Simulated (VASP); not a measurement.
# TiN (Fm-3m) in VASP: vibrations by perturbation theory with LDA

Aim: the vibrations by perturbation theory of TiN with LDA.

Program: VASP 6.6.1. These are calculated values, not measurements. Logs are shortened: lines on timing, memory, paths and dates and some standing lists are left out, and cuts for length are marked.

### 1 The cell of the first run

It takes space group Fm-3m (No. 225, cubic). Conventional cell: a = 4.241 Å, b = 4.241 Å, c = 4.241 Å, α = 90.00°, β = 90.00°, γ = 90.00°. Ti (site symmetry m-3m) has 6 N at 2.12 Å within 2.8 Å. N (site symmetry m-3m) has 6 Ti at 2.12 Å within 2.8 Å.

### 2 Vibrations by perturbation theory, LDA

INCAR reads:

```
SYSTEM = TiN
PREC = Accurate
ENCUT = 520
EDIFF = 1E-8
ISMEAR = -1
SIGMA = 0.15
LREAL = .False.
LASPH = .True.
NELM = 60
ALGO = Normal
ISIF = 2
LWAVE = .False.
LCHARG = .False.
GGA = CA
NBANDS = 16
IBRION = 8
NSW = 1
```

KPOINTS reads:

```
regular mesh
0
Gamma
  16 16 16
  0 0 0
```

POSCAR reads:

```
TiN
1.0
    0.0000000000      2.1206234500      2.1206234500
    2.1206234500      0.0000000000      2.1206234500
    2.1206234500      2.1206234500      0.0000000000
Ti N
1 1
Direct
    0.0000000000      0.0000000000      0.0000000000
    0.5000000000      0.5000000000      0.5000000000
```

Potentials or basis: VASP PAW LDA potentials, release 64 (Ti_sv, N).

The run is started by

```sh
> cat potpaw_LDA.64/Ti_sv/POTCAR potpaw_LDA.64/N/POTCAR > POTCAR
> mpirun -np 1 vasp_std > vasp.out
```

OUTCAR:

```text
SYSTEM = TiN
   PREC = Accurate
   ENCUT = 520
   EDIFF = 1E-8
   ISMEAR = -1
   LREAL = .False.
   LASPH = .True.
   NELM = 60
   ISIF = 2
   GGA = CA
   IBRION = 8
   NSW = 1

 ion  position               nearest neighbor table
   1  0.000  0.000  0.000-   2 2.12   2 2.12   2 2.12   2 2.12   2 2.12   2 2.12
   2  0.500  0.500  0.500-   1 2.12   1 2.12   1 2.12   1 2.12   1 2.12   1 2.12

  LATTYP: Found a face centered cubic cell.
 ALAT       =     4.2412469000

  Lattice vectors:

 A1 = (   0.0000000000,   2.1206234500,   2.1206234500)
 A2 = (   2.1206234500,   0.0000000000,   2.1206234500)
 A3 = (   2.1206234500,   2.1206234500,   0.0000000000)

Analysis of symmetry for initial positions (statically):
=====================================================================
 Subroutine PRICEL returns:
 Original cell was already a primitive cell.

 Routine SETGRP: Setting up the symmetry group for a
 face centered cubic supercell.

 Subroutine GETGRP returns: Found 48 space group operations
 (whereof 48 operations were pure point group operations)
 out of a pool of 48 trial point group operations.

The static configuration has the point symmetry O_h .

Analysis of symmetry for dynamics (positions and initial velocities):
=====================================================================
 Subroutine PRICEL returns:
 Original cell was already a primitive cell.

 Routine SETGRP: Setting up the symmetry group for a
 face centered cubic supercell.

 Subroutine GETGRP returns: Found 48 space group operations
 (whereof 48 operations were pure point group operations)
 out of a pool of 48 trial point group operations.

The dynamic configuration has the point symmetry O_h .

 Subroutine INISYM returns: Found 48 space group operations
 (whereof 48 operations are pure point group operations),
 and found     1 'primitive' translations

----------------------------------------------------------------------------------------

                                     Primitive cell

  volume of cell :      19.0731

  direct lattice vectors                    reciprocal lattice vectors
     0.000000000  2.120623450  2.120623450    -0.235779718  0.235779718  0.235779718
     2.120623450  0.000000000  2.120623450     0.235779718 -0.235779718  0.235779718
     2.120623450  2.120623450  0.000000000     0.235779718  0.235779718 -0.235779718

  length of vectors
     2.999014444  2.999014444  2.999014444     0.408382452  0.408382452  0.408382452

  position of ions in fractional coordinates (direct lattice)
     0.000000000  0.000000000  0.000000000
     0.500000000  0.500000000  0.500000000

  ion indices of the primitive-cell ions
   primitive index   ion index
                 1           1
                 2           2

----------------------------------------------------------------------------------------

 KPOINTS: regular mesh

Automatic generation of k-mesh.
 Grid dimensions read from file:
 generate k-points for:   16   16   16

 Generating k-lattice:

  Cartesian coordinates                     Fractional coordinates (reciprocal lattice)
    -0.014736232  0.014736232  0.014736232     0.062500000  0.000000000  0.000000000
     0.014736232 -0.014736232  0.014736232     0.000000000  0.062500000  0.000000000
     0.014736232  0.014736232 -0.014736232     0.000000000  0.000000000  0.062500000

  Length of vectors
     0.025523903  0.025523903  0.025523903

  Shift w.r.t. Gamma in fractional coordinates (k-lattice)
     0.000000000  0.000000000  0.000000000

 Subroutine IBZKPT returns following result:
[... 74 lines left out ...]
   GGA     = CA    functional components
   LHFCALC =     F    Hartree Fock is set to
   AEXX    =    0.0000 exact exchange contribution
   IVDW    =     0    specifies the selected vdW correction
   LEPSILON=     F    determine dielectric tensor
   LRPA    =     F    only Hartree local field effects (RPA)
 non-spin polarized calculation
  energy-cutoff  :      520.00
  volume of cell :       19.07
 maximum number of plane-waves:       533
   NGX = 11   NGY = 11   NGZ = 11

--------------------------------------- Ionic step        1  -------------------------------------------

 number of electron      17.0000002 magnetization

 Free energy of the ion-electron system (eV)
  ---------------------------------------------------
  ext. energy  EPLUGINS =         0.00000000
  ---------------------------------------------------
  free energy    TOTEN  =       -21.66707436 eV

  energy without entropy =      -21.60477807  energy(sigma->0) =      -21.63592622

 E-fermi :  11.1538     XC(G=0): -13.3734

 val. band max:       11.1515168024   @ k =   0.1250   0.0000   0.0000
 cond. band min:      11.1578277133   @ k =  -0.3750   0.4375   0.1875
 fundamental gap:      0.0063109109
 Fermi energy:        11.1538239967

 k-point     1 :       0.0000    0.0000    0.0000
  band No.  band energies     occupation
      1     -45.9570      2.00000
      2     -22.3144      2.00000
      3     -22.3144      2.00000
      4     -22.3144      2.00000
      5      -5.6536      2.00000
      6       9.1823      2.00000
[... 433 lines left out ...]
      3     -22.3309      2.00000
      4     -22.3154      2.00000
      5      -5.4499      2.00000
      6       8.1050      2.00000
[... 8 lines left out ...]
     15      24.4998      0.00000
     16      30.2294      0.00000

 [... further k-points ...]

------------------------ aborting loop because EDIFF is reached ----------------------------------------

  FORCE on cell =-STRESS in cart. coord.  units (eV):
  Direction    XX          YY          ZZ          XY          YZ          ZX
  --------------------------------------------------------------------------------------
  -------------------------------------------------------------------------------------
  Total       -1.5465254     -1.5465254     -1.5465254      0.0000000      0.0000000     -0.0000000
  in kB     -129.9113138   -129.9113138   -129.9113138      0.0000000      0.0000000     -0.0000000
  external PRESSURE =    -129.9113138 kB  Pullay stress =       0.0000000 kB

 VOLUME and BASIS-vectors are now :
 -----------------------------------------------------------------------------
  energy-cutoff  :      520.00
  volume of cell :       19.07
      direct lattice vectors                 reciprocal lattice vectors
     0.000000000  2.120623450  2.120623450    -0.235779718  0.235779718  0.235779718
     2.120623450  0.000000000  2.120623450     0.235779718 -0.235779718  0.235779718
     2.120623450  2.120623450  0.000000000     0.235779718  0.235779718 -0.235779718

 POSITION                                       TOTAL-FORCE (eV/Angst)
 -----------------------------------------------------------------------------------
      0.00000      0.00000      0.00000         0.000000     -0.000000      0.000000
      2.12062      2.12062      2.12062        -0.000000      0.000000     -0.000000
 -----------------------------------------------------------------------------------
    total drift:                                0.000000     -0.000000     -0.000000

  FREE ENERGIE OF THE ION-ELECTRON SYSTEM (eV)
  ---------------------------------------------------
  free  energy   TOTEN  =       -21.6670743649 eV

  energy  without entropy=      -21.6047780708  energy(sigma->0) =      -21.63592622

[... ionic steps 2 to 3 ...]

--------------------------------------- Ionic step        4  -------------------------------------------

------------------------ aborting loop because EDIFF is reached ----------------------------------------

[... ionic steps 5 to 6 ...]

--------------------------------------- Ionic step        7  -------------------------------------------

 Free energy of the ion-electron system (eV)
  ---------------------------------------------------
  ---------------------------------------------------
  free energy    TOTEN  =        -0.22801784 eV

  energy without entropy =       -0.22801784

------------------------ aborting loop because EDIFF is reached ----------------------------------------

 INTERNAL STRAIN TENSOR  FOR ION    2  DIRECTION 1   (eV/Angst):
 -----------------------------------------------------------------------------
     0.02617  0.00000  0.00000
     0.00000 -0.01356  0.00000
     0.00000  0.00000 -0.01356

 INTERNAL STRAIN TENSOR FOR ION    2 for displacements in x,y,z  (eV/Angst):
          X           Y           Z          XY          YZ          ZX
  --------------------------------------------------------------------------------
  x     0.00000     0.00000     0.00000     0.00000     0.00000     0.00000
  y     0.00000     0.00000     0.00000     0.00000     0.00000     0.00000
  z     0.00000     0.00000     0.00000     0.00000     0.00000     0.00000

 SECOND DERIVATIVES (NOT SYMMETRIZED)
 ------------------------------------
               1X          1Y          1Z          2X          2Y          2Z
  1X    -9.855262    0.000000    0.000000    9.855262    0.000000    0.000000
  1Y     0.000000   -9.855262    0.000000    0.000000    9.855262    0.000000
  1Z     0.000000    0.000000   -9.855262    0.000000    0.000000    9.855262
  2X     9.847096    0.000000    0.000000   -9.847096    0.000000    0.000000
  2Y     0.000000    9.847096    0.000000    0.000000   -9.847096    0.000000
  2Z     0.000000    0.000000    9.847096    0.000000    0.000000   -9.847096

 Eigenvectors and eigenvalues of the dynamical matrix
 ----------------------------------------------------

   1 f  =   14.906223 THz    93.658564 2PiTHz  497.218093 cm-1    61.647159 meV
             X         Y         Z           dx          dy          dz
      0.000000  0.000000  0.000000    -0.475817    0.000000    0.000000
      2.120623  2.120623  2.120623     0.879544    0.000000    0.000000
[... 21 lines left out ...]
   6 f/i=    0.002585 THz     0.016244 2PiTHz    0.086238 cm-1     0.010692 meV
             X         Y         Z           dx          dy          dz
      0.000000  0.000000  0.000000     0.000000    0.000000    0.879544
      2.120623  2.120623  2.120623     0.000000    0.000000    0.475817

--------------------------------------------------------------------------------------------------------

 ELASTIC MODULI CONTR FROM IONIC RELAXATION (kBar)
 Direction    XX          YY          ZZ          XY          YZ          ZX
 --------------------------------------------------------------------------------
 XX           0.0000      0.0000      0.0000      0.0000      0.0000      0.0000
 YY           0.0000      0.0000      0.0000      0.0000      0.0000      0.0000
 ZZ           0.0000      0.0000      0.0000      0.0000      0.0000      0.0000
 XY           0.0000      0.0000      0.0000      0.0000      0.0000      0.0000
 YZ           0.0000      0.0000      0.0000      0.0000      0.0000      0.0000
 ZX           0.0000      0.0000      0.0000      0.0000      0.0000      0.0000
 --------------------------------------------------------------------------------
```

Run time: 6.9 min. Hardware: 1 thread of AMD EPYC 7R13 (Zen 3), shared host; peak memory 0.34 GiB.

Results:

| Item | Value |
| --- | --- |
| Highest phonon frequency at Γ | 497 cm⁻¹ |

Phonon frequencies in cm⁻¹ (negative: imaginary):
```tsv
q point	frequencies
(0.000, 0.000, 0.000)	0 0 0 497 497 497
```

Caveat: the cell stands under pressure or tension, which shifts response properties.
